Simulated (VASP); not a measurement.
Set up this calculation in VASP 6.6.1, as the native input.

```
Task                   : single point
Functional             : PBE
Potentials or basis    : VASP PAW PBE potentials, release 64 (Sr_sv, Al)
Cutoff                 : 520 eV
k mesh                 : 8 × 8 × 8
Occupations            : gaussian, width 0.05 eV
Spin                   : no spin polarisation
Dipole correction      : no
Further INCAR settings : ALGO = Normal; EDIFF = 1e-07; NBANDS = 18
```

The structure of SrAl3 lies in POSCAR:

```
SrAl3
1.0
    4.5033301177      0.0000000000      0.0000000000
    0.0000000000      4.5033301177      0.0000000000
    0.0000000000      0.0000000000      4.5033301177
Sr Al
1 3
Direct
    0.0000000000      0.0000000000      0.0000000000
    0.0000000000      0.5000000000      0.5000000000
    0.5000000000      0.5000000000      0.0000000000
    0.5000000000      0.0000000000      0.5000000000
```

One way to write it, as run:

INCAR

```
  ALGO = Normal
  EDIFF = 1E-7
  ENCUT = 520
  GGA = PE
  ISIF = 2
  ISMEAR = 0
  LASPH = True
  LCHARG = True
  LELF = True
  LREAL = False
  LVHAR = True
  LWAVE = False
  NBANDS = 18
  NELM = 100
  PREC = Accurate
  SIGMA = 0.05
```

KPOINTS

```
k-points
0
Gamma
  8 8 8
```

Potentials or basis: VASP PAW PBE potentials, release 64 (Sr_sv, Al).

Command:

```sh
$ cat potpaw_PBE.64/Sr_sv/POTCAR potpaw_PBE.64/Al/POTCAR > POTCAR
$ mpirun -np 1 vasp_std > vasp.out
```

Results of the run:

The pressure is -0.9 GPa and the band gap on the k mesh is zero (an odd number of electrons rules out a gap without spin polarisation).

It took 89 s on 1 thread of Intel Xeon 8259CL, with other jobs on the host, peak memory 0.23 GiB.
